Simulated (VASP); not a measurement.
# Ag in VASP: relaxation of the atoms with PBE

Aim: the relaxation of the atoms of Ag with PBE.

Everything below comes from runs of VASP 6.6.1. Logs are shortened: lines on timing, memory, paths and dates and some standing lists are left out, and cuts for length are marked.

## Step 1: The cell of the first run

The cell holds a slab with vacuum, 5 atoms: a = 2.936 Å, b = 2.936 Å, c = 24.576 Å, α = 90.00°, β = 90.00°, γ = 120.00°.

## Step 2: Relaxation of the atoms, PBE

The input, INCAR:

```
PREC = Accurate
ENCUT = 520
EDIFF = 1E-6
ISMEAR = 0
SIGMA = 0.1
LREAL = False
LASPH = True
NELM = 80
ALGO = Normal
ISIF = 2
LWAVE = False
LCHARG = False
LDIPOL = True
IDIPOL = 3
DIPOL = 0.5 0.5 0.500
GGA = PE
IBRION = 2
NSW = 80
EDIFFG = -0.02
```

The input, KPOINTS:

```
regular mesh
0
Gamma
  12 12 1
```

The input, POSCAR:

```
Ag
1.0
    2.9355691563      0.0000000000      0.0000000000
   -1.4677845782      2.5422774640      0.0000000000
    0.0000000000      0.0000000000     24.5762430178
Ag
5
Direct
    0.0000000000      0.0000000000      0.3051727636
    0.6666666667      0.3333333333      0.4025400765
    0.3333333333      0.6666666667      0.4999073894
    0.6666666667      0.3333333333      0.5974599235
    0.3333333333      0.6666666667      0.6948272364
```

Potentials or basis: VASP PAW PBE potentials, release 64 (Ag).

Run with:

```sh
cat potpaw_PBE.64/Ag/POTCAR > POTCAR
mpirun -np 1 vasp_std > vasp.out
```

OUTCAR:

```text
PREC = Accurate
   ENCUT = 520
   EDIFF = 1E-6
   ISMEAR = 0
   LREAL = False
   LASPH = True
   NELM = 80
   ISIF = 2
   GGA = PE
   IBRION = 2
   NSW = 80
   EDIFFG = -0.02

 ion  position               nearest neighbor table
   1  0.000  0.000  0.305-   2 2.93   2 2.93   2 2.93
   2  0.667  0.333  0.403-   3 2.93   1 2.93   3 2.93   1 2.93   1 2.93   3 2.93
   3  0.333  0.667  0.500-   2 2.93   2 2.93   2 2.93   4 2.94   4 2.94   4 2.94
   4  0.667  0.333  0.597-   5 2.93   5 2.93   5 2.93   3 2.94   3 2.94   3 2.94
   5  0.333  0.667  0.695-   4 2.93   4 2.93   4 2.93

  LATTYP: Found a hexagonal cell.
 ALAT       =     2.9355691563
 C/A-ratio  =     8.3718835119

  Lattice vectors:

 A1 = (   2.9355691563,   0.0000000000,   0.0000000000)
 A2 = (  -1.4677845782,   2.5422774640,   0.0000000000)
 A3 = (   0.0000000000,   0.0000000000,  24.5762430178)

Analysis of symmetry for initial positions (statically):
=====================================================================
 Subroutine PRICEL returns:
 Original cell was already a primitive cell.

 Routine SETGRP: Setting up the symmetry group for a
 hexagonal supercell.

 Subroutine GETGRP returns: Found  6 space group operations
 (whereof  6 operations were pure point group operations)
 out of a pool of 24 trial point group operations.

The static configuration has the point symmetry C_3v.

Analysis of symmetry for dynamics (positions and initial velocities):
=====================================================================
 Subroutine PRICEL returns:
 Original cell was already a primitive cell.

 Routine SETGRP: Setting up the symmetry group for a
 hexagonal supercell.

 Subroutine GETGRP returns: Found  6 space group operations
 (whereof  6 operations were pure point group operations)
 out of a pool of 24 trial point group operations.

The dynamic configuration has the point symmetry C_3v.

 Subroutine INISYM returns: Found  6 space group operations
 (whereof  6 operations are pure point group operations),
 and found     1 'primitive' translations

----------------------------------------------------------------------------------------

                                     Primitive cell

  volume of cell :     183.4133

  direct lattice vectors                    reciprocal lattice vectors
     2.935569156  0.000000000  0.000000000     0.340649444  0.196674048  0.000000000
    -1.467784578  2.542277464  0.000000000     0.000000000  0.393348096  0.000000000
     0.000000000  0.000000000 24.576243018     0.000000000  0.000000000  0.040689702

  length of vectors
     2.935569156  2.935569156 24.576243018     0.393348096  0.393348096  0.040689702

  position of ions in fractional coordinates (direct lattice)
     0.000000000  0.000000000  0.305172764
     0.666666667  0.333333333  0.402540077
     0.333333333  0.666666667  0.499907389
     0.666666667  0.333333333  0.597459923
     0.333333333  0.666666667  0.694827236

  ion indices of the primitive-cell ions
   primitive index   ion index
                 1           1
                 2           2
                 3           3
                 4           4
                 5           5

----------------------------------------------------------------------------------------

 KPOINTS: regular mesh

Automatic generation of k-mesh.
 Grid dimensions read from file:
 generate k-points for:   12   12    1

 Generating k-lattice:

  Cartesian coordinates                     Fractional coordinates (reciprocal lattice)
     0.028387454  0.016389504  0.000000000     0.083333333  0.000000000  0.000000000
     0.000000000  0.032779008  0.000000000     0.000000000  0.083333333  0.000000000
     0.000000000  0.000000000  0.040689702     0.000000000  0.000000000  1.000000000

  Length of vectors
     0.032779008  0.032779008  0.040689702

  Shift w.r.t. Gamma in fractional coordinates (k-lattice)
     0.000000000  0.000000000  0.000000000

 Subroutine IBZKPT returns following result:
 ===========================================

 Found     19 irreducible k-points:

 Following reciprocal coordinates:
            Coordinates               Weight
  0.000000  0.000000  0.000000      1.000000
  0.083333 -0.000000  0.000000      6.000000
  0.166667 -0.000000  0.000000      6.000000
  0.250000  0.000000  0.000000      6.000000
  0.333333  0.000000  0.000000      6.000000
  0.416667 -0.000000  0.000000      6.000000
[... 11 lines left out ...]
  0.333333  0.250000  0.000000     12.000000
  0.333333  0.333333  0.000000      2.000000
   k-points           NKPTS =     19   k-points in BZ     NKDIM =     19   number of bands    NBANDS=     33
   number of dos      NEDOS =    301   number of ions     NIONS =      5
   total plane-waves  NPLWV = 110592
   dimension x,y,z NGX =    24 NGY =   24 NGZ =  192
   dimension x,y,z NGXF=    48 NGYF=   48 NGZF=  384
   ions per type =               5
   NGX,Y,Z   is equivalent  to a cutoff of  13.59, 13.59, 12.99 a.u.
   NGXF,Y,Z  is equivalent  to a cutoff of  27.18, 27.18, 25.98 a.u.
 SYSTEM =  unknown system
   PREC   = accura    normal or accurate (medium, high low for compatibility)
   ISTART =      0    job   : 0-new  1-cont  2-samecut
   ICHARG =      2    charge: 1-file 2-atom 10-const
   ISPIN  =      1    spin polarized calculation?
   LNONCOLLINEAR =      F non collinear calculations
   LSORBIT =      F    spin-orbit coupling
   LASPH  =      T    aspherical Exc in radial PAW
   ENCUT  =  520.0 eV  38.22 Ry    6.18 a.u.   5.46  5.46 45.70*2*pi/ulx,y,z
   NELM   =     80;   NELMIN=  2; NELMDL= -5     # of ELM steps
   EDIFF  = 0.1E-05   stopping-criterion for ELM
   LREAL  =      F    real-space projection
   EDIFFG = -.2E-01   stopping-criterion for IOM
   NSW    =     80    number of steps for IOM
   IBRION =      2    ionic relax: 0-MD 1-quasi-New 2-CG
   NFREE  =      1    steps in history (QN), initial steepest desc. (CG)
   ISIF   =      2    stress and relaxation
   ISYM   =      2    0-nonsym 1-usesym 2-fastsym
   POTIM  = 0.5000    time-step for ionic-motion
   TEBEG  =    0.0;   TEEND  =   0.0 temperature during run
   PSTRESS=    0.0 pullay stress
   NELECT =      55.0000    total number of electrons
   NUPDOWN=      -1.0000    fix difference up-down
   EMIN   =  10.00;   EMAX   =-10.00  energy-range for DOS
   EFERMI =   0.00;   METHOD = LEGACY
   ISMEAR =     0;   SIGMA  =   0.10  broadening in eV -4-tet -1-fermi 0-gaus
   EFERMI_NEDOS =   21; number of points for ismear=-14 and -15
   IALGO  =     38    algorithm
   IMIX   =      4    mixing-type and parameters
     AMIX     =   0.40;   BMIX     =  1.00
     AMIX_MAG =   1.60;   BMIX_MAG =  1.00
  volume/ion in A,a.u.               =      36.68       247.55
  Fermi-wavevector in a.u.,A,eV,Ry     =   1.095768  2.070702 16.336632  1.200709
  Thomas-Fermi vector in A             =   2.232098
   LORBIT       =      0    0 simple, 1 ext, 2 COOP (PROOUT), +10 PAW based schemes
   GGA     = PE    functional components
   LHFCALC =     F    Hartree Fock is set to
   AEXX    =    0.0000 exact exchange contribution
   IVDW    =     0    specifies the selected vdW correction
   LEPSILON=     F    determine dielectric tensor
   LRPA    =     F    only Hartree local field effects (RPA)
 conjugate gradient relaxation of ions
 non-spin polarized calculation
 Gauss-broadening in eV      SIGMA  =   0.10
  energy-cutoff  :      520.00
  volume of cell :      183.41
 maximum number of plane-waves:      5035
 NGX is ok and might be reduce to    24
   NGX = 11   NGY = 11   NGZ = 91

--------------------------------------- Ionic step        1  -------------------------------------------

 number of electron      55.0000015 magnetization

 Free energy of the ion-electron system (eV)
  ---------------------------------------------------
  ext. energy  EPLUGINS =         0.00000000
  ---------------------------------------------------
  free energy    TOTEN  =       -12.87010253 eV

  energy without entropy =      -12.86120056  energy(sigma->0) =      -12.86565154

------------------------ aborting loop because EDIFF is reached ----------------------------------------

  FORCE on cell =-STRESS in cart. coord.  units (eV):
  Direction    XX          YY          ZZ          XY          YZ          ZX
  --------------------------------------------------------------------------------------
  -------------------------------------------------------------------------------------
  Total       -0.9900917     -0.9900917     -0.2289413      0.0000000      0.0000000      0.0000000
  in kB       -8.6487877     -8.6487877     -1.9998802      0.0000000      0.0000000      0.0000000
  external PRESSURE =      -6.4324852 kB  Pullay stress =       0.0000000 kB
[... 98 lines left out ...]
  FREE ENERGIE OF THE ION-ELECTRON SYSTEM (eV)
  ---------------------------------------------------
  free  energy   TOTEN  =       -12.8712161358 eV

  energy  without entropy=      -12.8631417100  energy(sigma->0) =      -12.86717892

 dipolmoment           0.000000      0.000000     -0.000024 electrons x Angstroem

--------------------------------------- Ionic step        4  -------------------------------------------

 number of electron      55.0000009 magnetization

 dipolmoment           0.000000      0.000000      0.000028 electrons x Angstroem

 Free energy of the ion-electron system (eV)
  ---------------------------------------------------
  ext. energy  EPLUGINS =         0.00000000
  ---------------------------------------------------
  free energy    TOTEN  =       -12.87128435 eV

  energy without entropy =      -12.86345308  energy(sigma->0) =      -12.86736872

 E-fermi :   1.5452     XC(G=0):  -6.4816

 val. band max:        1.4513417174   @ k =   0.2500   0.0833   0.0000
 cond. band min:       1.6234814055   @ k =   0.2500   0.2500   0.0000
 fundamental gap:      0.1721396882
 Fermi energy:         1.5451699667

 k-point     1 :       0.0000    0.0000    0.0000
  band No.  band energies     occupation
      1      -5.6235      2.00000
      2      -4.9949      2.00000
      3      -4.4931      2.00000
      4      -4.3320      2.00000
      5      -4.3282      2.00000
      6      -3.0789      2.00000
[... 673 lines left out ...]
     32       5.9182      0.00000
     33       6.9169      0.00000

------------------------ aborting loop because EDIFF is reached ----------------------------------------

 vacuum level on the upper side and lower side of the slab       (xc-potential included)        -0.154        -0.154

  FORCE on cell =-STRESS in cart. coord.  units (eV):
  Direction    XX          YY          ZZ          XY          YZ          ZX
  --------------------------------------------------------------------------------------
  -------------------------------------------------------------------------------------
  Total       -1.0201073     -1.0201073     -0.2232880      0.0000000      0.0000000     -0.0000000
  in kB       -8.9109841     -8.9109841     -1.9504967      0.0000000      0.0000000     -0.0000000
  external PRESSURE =      -6.5908216 kB  Pullay stress =       0.0000000 kB

 VOLUME and BASIS-vectors are now :
 -----------------------------------------------------------------------------
  energy-cutoff  :      520.00
  volume of cell :      183.41
      direct lattice vectors                 reciprocal lattice vectors
     2.935569156  0.000000000  0.000000000     0.340649444  0.196674048  0.000000000
    -1.467784578  2.542277464  0.000000000     0.000000000  0.393348096  0.000000000
     0.000000000  0.000000000 24.576243018     0.000000000  0.000000000  0.040689702
[... 11 lines left out ...]
  FREE ENERGIE OF THE ION-ELECTRON SYSTEM (eV)
  ---------------------------------------------------
  free  energy   TOTEN  =       -12.8712843528 eV

  energy  without entropy=      -12.8634530802  energy(sigma->0) =      -12.86736872

 reached required accuracy - stopping structural energy minimisation

 vacuum level on the upper side and lower side of the slab         5.838         5.838
```

Wall time 13 min (1 thread of Intel Xeon 8259CL, shared host); peak memory 0.37 GiB.

What came out:

```
Free energy                  : -12.8713 eV
Energy gained by relaxing    : 0.2 meV/atom
Ionic steps                  : 4
Largest force after relaxing : 0.019 eV/Å
Band gap on the k mesh       : zero (an odd number of electrons rules out a gap without spin polarisation)
```

Forces on the atoms (eV/Å):
```
Ag   0.000  0.000  0.019
Ag   0.000  0.000  0.005
Ag   0.000  0.000 -0.006
Ag   0.000  0.000 -0.002
Ag   0.000  0.000 -0.016
```

Step by step:
```
step  energy change (eV)  largest force (eV/Å)  pressure (GPa)
   1              0.0000                0.0865           -0.64
   2             -0.0006                0.0621           -0.65
   3             -0.0011                0.0222           -0.66
   4             -0.0012                0.0192           -0.66
```

Final structure:
```xyz
5
Lattice="2.9356 0.0000 0.0000 -1.4678 2.5423 0.0000 0.0000 0.0000 24.5762" Properties=species:S:1:pos:R:3 pbc="T T T"
Ag    1.4678    2.5423    7.4978
Ag    1.4678    0.8474    9.9055
Ag    0.0000    1.6949   12.2859
Ag    1.4678    0.8474   14.6683
Ag    0.0000    1.6949   17.0809
```

Levels at points of the mesh, in eV from the Fermi level:
| k point | band 26 | band 27 | band 28 | band 29 | band 30 | band 31 |
| --- | --- | --- | --- | --- | --- | --- |
| (0.00, 0.00, 0.00) | -3.15 | -3.03 | -3.03 | -2.65 | -0.65 | 0.27 |
| (0.50, 0.00, 0.00) | 0.19 | 0.54 | 1.12 | 1.44 | 1.55 | 3.98 |

The gap in the log of VASP goes by the Fermi energy; the results here count the filled bands.